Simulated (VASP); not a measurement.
Wanted: the native input for a VASP 6.6.1 run.

```
Task                   : single point
Functional             : PBEsol
Potentials or basis    : VASP PAW PBE potentials, release 64 (Sb)
Cutoff                 : 520 eV
k mesh                 : 9 × 9 × 9
Occupations            : fermi-dirac, width 0.1 eV
Spin                   : no spin polarisation
Dipole correction      : no
Further INCAR settings : ALGO = Normal; EDIFF = 1e-06; NBANDS = 12
```

The structure of Sb lies in POSCAR:

```
Sb
1.0
    0.0000000000      3.5723219533      3.5723219533
    3.5723219533      0.0000000000      3.5723219533
    3.5723219533      3.5723219533      0.0000000000
Sb
2
Direct
    0.1250000000      0.1250000000      0.1250000000
    0.8750000000      0.8750000000      0.8750000000
```

This cell differs from its parent crystal: volume scaled by 1.12.

One way to write it, as run:

INCAR

```
PREC = Accurate
ENCUT = 520
EDIFF = 1E-6
ISMEAR = -1
SIGMA = 0.1
LREAL = F
LASPH = T
NELM = 60
ALGO = Normal
ISIF = 2
LWAVE = F
LCHARG = T
GGA = PS
LELF = T
LVHAR = T
NBANDS = 12
```

KPOINTS

```
Automatic mesh
0
Gamma
  9 9 9
```

Potentials or basis: VASP PAW PBE potentials, release 64 (Sb).

Run with:

```bash
$ cat potpaw_PBE.64/Sb/POTCAR > POTCAR
$ mpirun -np 1 vasp_std > vasp.out
```

It gave:

```
Pressure               : -3.1 GPa
Band gap on the k mesh : zero (band 5 reaches 3.46 eV, above the bottom of band 6 at 2.80 eV)
```

Caveat: the PAW data sets were made with another functional, which shifts forces and pressure a little; spin-orbit coupling is left out, which moves the levels of the heavy elements.

Run time: 14 s on 1 thread of Intel(R) Xeon(R) 6975P-C (Granite Rapids), with other jobs on the host, peak memory 0.24 GiB.
